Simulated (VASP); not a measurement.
# BN in VASP: a series of runs, part 2 of 2

VASP 6.6.1. Earlier steps stand in the parts before.

### 4 Single point, LDA (equal xy, yz and zx shear strains of -2 %)

INCAR

```
SYSTEM = BN
PREC     = Accurate       ! precision mode
ENCUT    = 520            ! plane-wave cutoff, eV
EDIFF    = 1E-6           ! SCF threshold, eV
ISMEAR   = -1             ! smearing method
SIGMA    = 0.02           ! smearing width, eV
LREAL    = .False.        ! projectors in reciprocal space
LASPH    = .True.         ! aspherical terms in the spheres
NELM     = 80             ! most SCF steps
ALGO     = Normal         ! electronic algorithm
ISIF     = 2              ! what is computed and relaxed
LWAVE    = .False.        ! write WAVECAR
LCHARG   = .True.         ! write CHGCAR
GGA      = CA             ! functional
LELF     = .True.         ! ELF
LVHAR    = .True.       
NBANDS   = 11             ! bands
```

KPOINTS

```
Automatic mesh
0
Gamma
  11 11 11
  0 0 0
```

POSCAR

```
BN
1.0
   -0.0361500000      1.7894250000      1.7894250000
    1.7894250000     -0.0361500000      1.7894250000
    1.7894250000      1.7894250000     -0.0361500000
B N
1 1
Direct
    0.0000000000      0.0000000000      0.0000000000
    0.7500000000      0.7500000000      0.7500000000
```

Potentials or basis: VASP PAW LDA potentials, release 64 (B, N).

Launch:

```console
$ cat potpaw_LDA.64/B/POTCAR potpaw_LDA.64/N/POTCAR > POTCAR
$ mpirun -np 1 vasp_std > vasp.out
```

OUTCAR:

```text
SYSTEM = BN
   PREC = Accurate
   ENCUT = 520
   EDIFF = 1E-6
   ISMEAR = -1
   LREAL = .False.
   LASPH = .True.
   NELM = 80
   ISIF = 2
   GGA = CA

 ion  position               nearest neighbor table
   1  0.000  0.000  0.000-   2 1.53   2 1.58   2 1.58   2 1.58
   2  0.750  0.750  0.750-   1 1.53   1 1.58   1 1.58   1 1.58

  LATTYP: Found a trigonal (rhomboedric) cell.
 ALAT       =     2.5308872918
 COS(alpha) =     0.4797000918

  Lattice vectors:

 A1 = (  -0.0361500000,   1.7894250000,   1.7894250000)
 A2 = (   1.7894250000,  -0.0361500000,   1.7894250000)
 A3 = (   1.7894250000,   1.7894250000,  -0.0361500000)

Analysis of symmetry for initial positions (statically):
=====================================================================
 Subroutine PRICEL returns:
 Original cell was already a primitive cell.

 Routine SETGRP: Setting up the symmetry group for a
 trigonal (rhombohedral) supercell.

 Subroutine GETGRP returns: Found  6 space group operations
 (whereof  6 operations were pure point group operations)
 out of a pool of 12 trial point group operations.

The static configuration has the point symmetry C_3v.

Analysis of symmetry for dynamics (positions and initial velocities):
=====================================================================
 Subroutine PRICEL returns:
 Original cell was already a primitive cell.

 Routine SETGRP: Setting up the symmetry group for a
 trigonal (rhombohedral) supercell.

 Subroutine GETGRP returns: Found  6 space group operations
 (whereof  6 operations were pure point group operations)
 out of a pool of 12 trial point group operations.

The dynamic configuration has the point symmetry C_3v.

 Subroutine INISYM returns: Found  6 space group operations
 (whereof  6 operations are pure point group operations),
 and found     1 'primitive' translations

----------------------------------------------------------------------------------------

                                     Primitive cell

  volume of cell :      11.8068

  direct lattice vectors                    reciprocal lattice vectors
    -0.036150000  1.789425000  1.789425000    -0.271091552  0.276681068  0.276681068
     1.789425000 -0.036150000  1.789425000     0.276681068 -0.271091552  0.276681068
     1.789425000  1.789425000 -0.036150000     0.276681068  0.276681068 -0.271091552

  length of vectors
     2.530887292  2.530887292  2.530887292     0.476020437  0.476020437  0.476020437

  position of ions in fractional coordinates (direct lattice)
     0.000000000  0.000000000  0.000000000
     0.750000000  0.750000000  0.750000000

  ion indices of the primitive-cell ions
   primitive index   ion index
                 1           1
                 2           2

----------------------------------------------------------------------------------------

 KPOINTS: Automatic mesh

Automatic generation of k-mesh.
 Grid dimensions read from file:
 generate k-points for:   11   11   11

 Generating k-lattice:

  Cartesian coordinates                     Fractional coordinates (reciprocal lattice)
    -0.024644687  0.025152824  0.025152824     0.090909091  0.000000000  0.000000000
     0.025152824 -0.024644687  0.025152824     0.000000000  0.090909091  0.000000000
     0.025152824  0.025152824 -0.024644687     0.000000000  0.000000000  0.090909091

  Length of vectors
     0.043274585  0.043274585  0.043274585

  Shift w.r.t. Gamma in fractional coordinates (k-lattice)
     0.000000000  0.000000000  0.000000000

 Subroutine IBZKPT returns following result:
 ===========================================

 Found    146 irreducible k-points:

 Following reciprocal coordinates:
            Coordinates               Weight
  0.000000  0.000000  0.000000      1.000000
  0.090909  0.000000  0.000000      6.000000
  0.181818 -0.000000 -0.000000      6.000000
  0.272727  0.000000 -0.000000      6.000000
  0.363636  0.000000  0.000000      6.000000
  0.454545 -0.000000 -0.000000      6.000000
[... 16 lines left out ...]
 -0.272727  0.181818 -0.000000     12.000000
 -0.181818  0.181818  0.000000      6.000000
 [... further k-points ...]
   k-points           NKPTS =    146   k-points in BZ     NKDIM =    146   number of bands    NBANDS=     11
   number of dos      NEDOS =    301   number of ions     NIONS =      2
   total plane-waves  NPLWV =   8000
   dimension x,y,z NGX =    20 NGY =   20 NGZ =   20
   dimension x,y,z NGXF=    40 NGYF=   40 NGZF=   40
   ions per type =               1   1
   NGX,Y,Z   is equivalent  to a cutoff of  13.14, 13.14, 13.14 a.u.
   NGXF,Y,Z  is equivalent  to a cutoff of  26.27, 26.27, 26.27 a.u.
 SYSTEM =  BN
   PREC   = accura    normal or accurate (medium, high low for compatibility)
   ISTART =      0    job   : 0-new  1-cont  2-samecut
   ICHARG =      2    charge: 1-file 2-atom 10-const
   ISPIN  =      1    spin polarized calculation?
   LNONCOLLINEAR =      F non collinear calculations
   LSORBIT =      F    spin-orbit coupling
   LASPH  =      T    aspherical Exc in radial PAW
   ENCUT  =  520.0 eV  38.22 Ry    6.18 a.u.   4.71  4.71  4.71*2*pi/ulx,y,z
   NELM   =     80;   NELMIN=  2; NELMDL= -5     # of ELM steps
   EDIFF  = 0.1E-05   stopping-criterion for ELM
   LREAL  =      F    real-space projection
   EDIFFG = 0.1E-04   stopping-criterion for IOM
   NSW    =      0    number of steps for IOM
   IBRION =     -1    ionic relax: 0-MD 1-quasi-New 2-CG
   NFREE  =      0    steps in history (QN), initial steepest desc. (CG)
   ISIF   =      2    stress and relaxation
   ISYM   =      2    0-nonsym 1-usesym 2-fastsym
   POTIM  = 0.5000    time-step for ionic-motion
   TEBEG  =    0.0;   TEEND  =   0.0 temperature during run
   PSTRESS=    0.0 pullay stress
   NELECT =       8.0000    total number of electrons
   NUPDOWN=      -1.0000    fix difference up-down
   EMIN   =  10.00;   EMAX   =-10.00  energy-range for DOS
   EFERMI =   0.00;   METHOD = LEGACY
   ISMEAR =    -1;   SIGMA  =   0.02  broadening in eV -4-tet -1-fermi 0-gaus
   EFERMI_NEDOS =   21; number of points for ismear=-14 and -15
   IALGO  =     38    algorithm
   IMIX   =      4    mixing-type and parameters
     AMIX     =   0.40;   BMIX     =  1.00
     AMIX_MAG =   1.60;   BMIX_MAG =  1.00
  volume/ion in A,a.u.               =       5.90        39.84
  Fermi-wavevector in a.u.,A,eV,Ry     =   1.437894  2.717226 28.130584  2.067540
  Thomas-Fermi vector in A             =   2.556921
   LORBIT       =      0    0 simple, 1 ext, 2 COOP (PROOUT), +10 PAW based schemes
   GGA     = CA    functional components
   LHFCALC =     F    Hartree Fock is set to
   AEXX    =    0.0000 exact exchange contribution
   IVDW    =     0    specifies the selected vdW correction
   LEPSILON=     F    determine dielectric tensor
   LRPA    =     F    only Hartree local field effects (RPA)
 non-spin polarized calculation
  energy-cutoff  :      520.00
  volume of cell :       11.81
 maximum number of plane-waves:       331
   NGX =  9   NGY =  9   NGZ =  9

 number of electron       8.0000000 magnetization

 Free energy of the ion-electron system (eV)
  ---------------------------------------------------
  ext. energy  EPLUGINS =         0.00000000
  ---------------------------------------------------
  free energy    TOTEN  =       -19.38456271 eV

  energy without entropy =      -19.38456271  energy(sigma->0) =      -19.38456271

 E-fermi :   7.9143     XC(G=0): -13.1058

 val. band max:        7.4498673290   @ k =   0.0000   0.0000   0.0000
 cond. band min:      11.8177576024   @ k =   0.4545   0.4545  -0.0000
 fundamental gap:      4.3678902734
 Fermi energy:         7.9143325855

 k-point     1 :       0.0000    0.0000    0.0000
  band No.  band energies     occupation
      1     -12.6833      2.00000
      2       7.3600      2.00000
      3       7.3600      2.00000
      4       7.4499      2.00000
      5      15.8097      0.00000
      6      15.8097      0.00000
      7      16.3093      0.00000
      8      18.1740      0.00000
      9      31.8880      0.00000
     10      35.1913      0.00000
     11      35.1917      0.00000
[... 309 lines left out ...]
 k-point    24 :      -0.1818    0.1818    0.0000
  band No.  band energies     occupation
      1     -10.6569      2.00000
      2       1.8775      2.00000
      3       3.5816      2.00000
      4       6.3804      2.00000
      5      17.6979      0.00000
      6      18.2835      0.00000
      7      18.5697      0.00000
      8      20.8402      0.00000
      9      28.8174      0.00000
     10      29.4282      0.00000
     11      33.8050      0.00000

 [... further k-points ...]
[... 5 lines left out ...]
  --------------------------------------------------------------------------------------
  -------------------------------------------------------------------------------------
  Total       -0.7005876     -0.7005876     -0.7005876      0.6741241      0.6741241      0.6741241
  in kB      -95.0690792    -95.0690792    -95.0690792     91.4780041     91.4780041     91.4780041
  external PRESSURE =     -95.0690792 kB  Pullay stress =       0.0000000 kB

 VOLUME and BASIS-vectors are now :
 -----------------------------------------------------------------------------
  energy-cutoff  :      520.00
  volume of cell :       11.81
      direct lattice vectors                 reciprocal lattice vectors
    -0.036150000  1.789425000  1.789425000    -0.271091552  0.276681068  0.276681068
     1.789425000 -0.036150000  1.789425000     0.276681068 -0.271091552  0.276681068
     1.789425000  1.789425000 -0.036150000     0.276681068  0.276681068 -0.271091552

 POSITION                                       TOTAL-FORCE (eV/Angst)
 -----------------------------------------------------------------------------------
      0.00000      0.00000      0.00000         0.057592      0.057592      0.057592
      2.65702      2.65702      2.65703        -0.057592     -0.057592     -0.057592
 -----------------------------------------------------------------------------------
    total drift:                               -0.000090     -0.000090     -0.000090

  FREE ENERGIE OF THE ION-ELECTRON SYSTEM (eV)
  ---------------------------------------------------
  free  energy   TOTEN  =       -19.3845627088 eV

  energy  without entropy=      -19.3845627088  energy(sigma->0) =      -19.38456271
```

Run time: 6.2 s. Hardware: 1 thread of Intel Xeon 6975P-C (Granite Rapids), shared host; peak memory 0.12 GiB.

What came out:

| Item | Value |
| --- | --- |
| Free energy | -19.3846 eV |
| Pressure | -9.5 GPa |
| Largest force | 0.100 eV/Å |
| Band gap on the k mesh | 4.37 eV, indirect (least direct gap 8.36 eV) |

Forces on the atoms (eV/Å):
```
B    0.058  0.058  0.058
N   -0.058 -0.058 -0.058
```

Caveat: the cell differs from its parent crystal (equal xy, yz and zx shear strains of -2 %). A k mesh can miss the band edges.

### 5 Single point, LDA (equal xy, yz and zx shear strains of -1 %)

INCAR

```
  PREC = Accurate
  ENCUT = 520
  EDIFF = 1E-7
  ISMEAR = -1
  SIGMA = 0.02
  LREAL = F
  LASPH = T
  NELM = 100
  ALGO = Normal
  ISIF = 2
  LWAVE = F
  LCHARG = T
  GGA = CA
  LELF = T
  LVHAR = T
  NBANDS = 11
```

KPOINTS

```
regular mesh
0
Gamma
  11 11 11
```

POSCAR

```
BN
1.0
   -0.0180750000      1.7984625000      1.7984625000
    1.7984625000     -0.0180750000      1.7984625000
    1.7984625000      1.7984625000     -0.0180750000
B N
1 1
Direct
    0.0000000000      0.0000000000      0.0000000000
    0.7500000000      0.7500000000      0.7500000000
```

Launch:

```console
$ cat potpaw_LDA.64/B/POTCAR potpaw_LDA.64/N/POTCAR > POTCAR
$ mpirun -np 1 vasp_std > vasp.out
```

It took 6.9 s on 1 thread of Intel Xeon 6975P-C (Granite Rapids), shared host; peak memory 0.12 GiB.

It converged, with:

* Free energy: -19.3996 eV
* Pressure: -10.0 GPa
* Largest force: 0.038 eV/Å
* Band gap on the k mesh: 4.41 eV, indirect (least direct gap 8.52 eV)

Forces in eV/Å, atoms in the order of the input:
```
B    0.022  0.022  0.022
N   -0.022 -0.022 -0.022
```

Stress tensor (GPa, compression positive):
```
-9.95  4.52  4.52
 4.52 -9.95  4.52
 4.52  4.52 -9.95
```

Levels at points of the mesh, in eV from the valence-band top:
```csv
k point,band 1,band 2,band 3,band 4,band 5,band 6,band 7,band 8
"(0.00, 0.00, 0.00)",-20.10,-0.05,-0.05,0.00,8.52,8.52,8.84,10.49
```

Caveat: the cell differs from its parent crystal (equal xy, yz and zx shear strains of -1 %). A k mesh can miss the band edges.

### 6 Single point, LDA (equal xy, yz and zx shear strains of +1 %)

INCAR

```
SYSTEM = BN
PREC = Accurate
ENCUT = 520
EDIFF = 1E-7
ISMEAR = -1
SIGMA = 0.02
LREAL = .FALSE.
LASPH = .TRUE.
NELM = 100
ALGO = Normal
ISIF = 2
LWAVE = .FALSE.
LCHARG = .FALSE.
NBANDS = 11
```

KPOINTS

```
regular mesh
0
G
  11 11 11
  0 0 0
```

POSCAR

```
BN
1.0
    0.0180750000      1.8165375000      1.8165375000
    1.8165375000      0.0180750000      1.8165375000
    1.8165375000      1.8165375000      0.0180750000
B N
1 1
Direct
    0.0000000000      0.0000000000      0.0000000000
    0.7500000000      0.7500000000      0.7500000000
```

Potentials or basis: VASP PAW LDA potentials, release 64 (B, N).

Launch:

```console
$ cat potpaw_LDA.64/B/POTCAR potpaw_LDA.64/N/POTCAR > POTCAR
$ mpirun -np 1 vasp_std > vasp.out
```

Wall time 6.6 s (1 thread of Intel Xeon 6975P-C (Granite Rapids), shared host); peak memory 0.12 GiB.

It converged, with:

```
Free energy            : -19.3997 eV
Pressure               : -10.0 GPa
Largest force          : 0.015 eV/Å
Band gap on the k mesh : 4.42 eV, indirect (least direct gap 8.34 eV)
```

Forces in eV/Å, atoms in the order of the input:
```
B   -0.009 -0.009 -0.009
N    0.009  0.009  0.009
```

Stress tensor (GPa, compression positive):
```
-9.96 -4.43 -4.43
-4.43 -9.96 -4.43
-4.43 -4.43 -9.96
```

Levels at points of the mesh, in eV from the valence-band top:
```
           k point  band 1  band 2  band 3  band 4  band 5  band 6  band 7  band 8
(0.00, 0.00, 0.00)  -20.09   -0.06    0.00    0.00    8.34    8.80    8.80   10.48
```

Caveat: the cell differs from its parent crystal (equal xy, yz and zx shear strains of +1 %). A k mesh can miss the band edges.

### 7 Summary

| cell | gap on the mesh (eV) | pressure (GPa) | largest force (eV/Å) |
| --- | --- | --- | --- |
| a = 2.573 Å, angles 60.0°, 2 atoms | 4.42 | -17.0 | - |
| a = 2.606 Å, angles 60.0°, 2 atoms | 4.37 | -29.2 | - |
| a = 2.531 Å, angles 61.3°, 2 atoms | 4.37 | -9.5 | 0.10 |
| a = 2.543 Å, angles 60.7°, 2 atoms | 4.41 | -10.0 | 0.04 |
| a = 2.569 Å, angles 59.3°, 2 atoms | 4.42 | -10.0 | 0.02 |

Alike in all rows: task single point; level LDA; potentials or basis VASP PAW LDA potentials, release 64 (B, N); no spin polarisation; k mesh 11 × 11 × 11; cutoff (eV) 520; smearing fermi-dirac 0.02 eV.

Absolute energies hang on the potentials; compare differences alone.
